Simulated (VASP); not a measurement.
A run of VASP 6.6.1 is set up as follows.

Contents of INCAR:

```
SYSTEM = WC
ALGO = Normal
EDIFF = 1E-7
ENCUT = 520
GGA = PS
ISIF = 2
ISMEAR = 0
LASPH = .TRUE.
LCHARG = .FALSE.
LREAL = .FALSE.
LWAVE = .FALSE.
NBANDS = 16
NELM = 60
PREC = Accurate
SIGMA = 0.15
```

Contents of KPOINTS:

```
k-points
0
G
  24 24 22
  0 0 0
```

Contents of POSCAR:

```
WC
1.0
    2.8984136670      0.0000000000      0.0000000000
   -1.4492068335      2.5100998663      0.0000000000
    0.0000000000      0.0000000000      2.8276119036
W C
1 1
Direct
    0.0000000000      0.0000000000     -0.0060652494
    0.6666666667      0.3333333333      0.5928345222
```

Potentials or basis: VASP PAW PBE potentials, release 64 (W_sv, C).

Command:

```console
$ cat potpaw_PBE.64/W_sv/POTCAR potpaw_PBE.64/C/POTCAR > POTCAR
$ mpirun -np 1 vasp_std > vasp.out
```

Predict the band gap on the k mesh.

zero (bands 9 and 10 overlap by 1.71 eV).

Estimate the pressure.

19.3 GPa.

Estimate the largest force.

4.635 eV/Å.

Forces on the atoms (eV/Å):
```
W    0.000  0.000  4.635
C    0.000  0.000 -4.635
```

Caveat: the cell differs from its parent crystal (atoms displaced along a vibrational mode); the cell stands under pressure; the PAW data sets were made with another functional, which shifts forces and pressure a little; spin-orbit coupling is left out, which moves the levels of the heavy elements.
